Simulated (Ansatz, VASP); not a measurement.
# One calculation of CaF2, two programs

INCAR

```
SYSTEM = CaF2
PREC = Accurate ; ENCUT = 600
EDIFF = 1E-6 ; ISMEAR = 0
SIGMA = 0.1 ; LREAL = .FALSE.
LASPH = .TRUE. ; NELM = 120
ALGO = Normal ; ISIF = 2
LWAVE = .FALSE. ; LCHARG = .FALSE.
GGA = PS ; NBANDS = 19
GGA_COMPAT = .FALSE.
```

KPOINTS

```
regular mesh
0
G
  6 6 6
  0 0 0
```

Contents of POSCAR:

```
CaF2
1.0
    0.0000000000      2.7316045000      2.7316045000
    2.7316045000      0.0000000000      2.7316045000
    2.7316045000      2.7316045000      0.0000000000
Ca F
1 2
Direct
    0.0000000000      0.0000000000      0.0000000000
    0.2500000000      0.2500000000      0.2500000000
    0.7500000000      0.7500000000      0.7500000000
```

Input for Ansatz:

```yaml
crystal:
  lattice:
    - [0.0, 2.7316045, 2.7316045]
    - [2.7316045, 0.0, 2.7316045]
    - [2.7316045, 2.7316045, 0.0]
  atoms:
    - { symbol: Ca, position: [0.0, 0.0, 0.0] }
    - { symbol: F, position: [0.25, 0.25, 0.25] }
    - { symbol: F, position: [0.75, 0.75, 0.75] }
basis:
  ecutwfc: 420
kpoints:
  mp_grid: { grid: [6, 6, 6] }
hamiltonian:
  xc: pbesol
  pseudopotentials: { kind: paw, azcp: { folder: soft_1 } }
scf:
  occupations: { method: gaussian, width: 0.1 }
output:
  forces: true
  stress: true
  eigenvalues: true
```

Alike in both runs: task single point; functional PBEsol; k mesh 6 × 6 × 6; occupations gaussian, width 0.1 eV; no spin polarisation.

```csv
,VASP,Ansatz
version,VASP 6.6.1,Ansatz 0.2.0
potentials or method,"VASP PAW PBE potentials, release 64 (Ca_sv, F), cutoff 600 eV","scalar-relativistic, plane waves, PAW"
valence electrons in the cell,24,24
```

|  | VASP | Ansatz | Ansatz less VASP |
| --- | --- | --- | --- |
| gap on the k mesh at the Fermi level (eV) | 7.09 | 7.11 | +0.018 |
| least direct gap on the mesh (eV) | 7.35 | 7.37 | +0.017 |
| pressure (GPa) | -1.7 | -1.9 | -0.22 |

VASP's potentials were made for PBE, not for PBEsol, and Ansatz warns of the same on its side. The functional is the same, so the differences come from potentials, cutoffs and numerics.
